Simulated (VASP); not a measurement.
TePb:

```xyz
2
Lattice="0.0000 3.2310 3.2310 3.2310 0.0000 3.2310 3.2310 3.2310 0.0000" Properties=species:S:1:pos:R:3 pbc="T T T"
Pb    0.0000    0.0000    0.0000
Te    3.2310    3.2310    3.2310
```

```yaml
Program: VASP 6.6.1
Task: relaxation of cell and atoms
Functional: PBE exchange alone
Potentials_or_basis: VASP PAW PBE potentials, release 64 (Pb_d, Te)
Cutoff: 500 eV
k_mesh: 7 × 7 × 7
Occupations: fermi-dirac, width 0.05 eV
Spin: no spin polarisation
```

At the start: pressure 10.2 GPa; volume 33.73 Å³/atom.

Problem. How do energy, volume and symmetry change on relaxing?

Solution. Over 4 steps the energy falls by 243.9 meV/atom and the volume is 43.38 Å³/atom (+28.6 %); space group Fm-3m (No. 225, to 0.05 Å).

Step by step:
| step | energy change (eV) | largest force (eV/Å) | pressure (GPa) | volume (Å³) |
| --- | --- | --- | --- | --- |
| 1 | 0.0000 | 0.0000 | 10.20 | 67.46 |
| 2 | -0.4759 | 0.0000 | -0.93 | 90.66 |
| 3 | -0.4877 | 0.0000 | 0.11 | 86.35 |
| 4 | -0.4878 | 0.0000 | -0.01 | 86.77 |

Final structure:
```yaml
crystal:
  lattice:
    - [0.00000, 3.51378, 3.51378]
    - [3.51378, 0.00000, 3.51378]
    - [3.51378, 3.51378, 0.00000]
  atoms:
    - { symbol: Pb, position: [0.00000, 0.00000, 0.00000] }
    - { symbol: Te, position: [0.50000, 0.50000, 0.50000] }
```

Caveat: the volume moved by over 15 % at a fixed basis, so the end points are rough; the volume moved by +29 % from the deposited cell, more than functionals usually miss.
